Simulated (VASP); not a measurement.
Crystal: CaB6.

```xyz
7
Lattice="4.1361 0.0000 0.0000 0.0000 4.1361 0.0000 0.0000 0.0000 4.1361" Properties=species:S:1:pos:R:3 pbc="T T T"
Ca    2.0680    2.0680    2.0680
B     0.0000    0.0000    1.2334
B     0.0000    0.0000    2.9027
B     1.2334    0.0000    0.0000
B     2.9027    0.0000    0.0000
B     0.0000    1.2334    0.0000
B     0.0000    2.9027    0.0000
```

Base run:

| Item | Value |
| --- | --- |
| Program | VASP 6.6.1 |
| Functional | LDA |
| Potentials or basis | VASP PAW LDA potentials, release 64 (Ca_sv, B) |
| Cutoff | 520 eV |
| k mesh | 6 × 6 × 6 |
| Occupations | fermi-dirac, width 0.02 eV |
| Spin | no spin polarisation |

Its results: band gap on the k mesh 0.11 eV (least direct gap 0.24 eV); pressure -5.2 GPa; largest force 0.099 eV/Å.

Task: The run is repeated on the same cell with these changes: functional from LDA to PBE; potentials or basis from VASP PAW LDA potentials, release 64 (Ca_sv, B) to VASP PAW PBE potentials, release 64 (Ca_sv, B). What comes out?

Result: Band gap on the k mesh 0.11 eV (least direct gap 0.15 eV); pressure 1.4 GPa; largest force 0.094 eV/Å.

Caveats: the cell stands under tension (at least some runs).

A k mesh can miss the band edges.
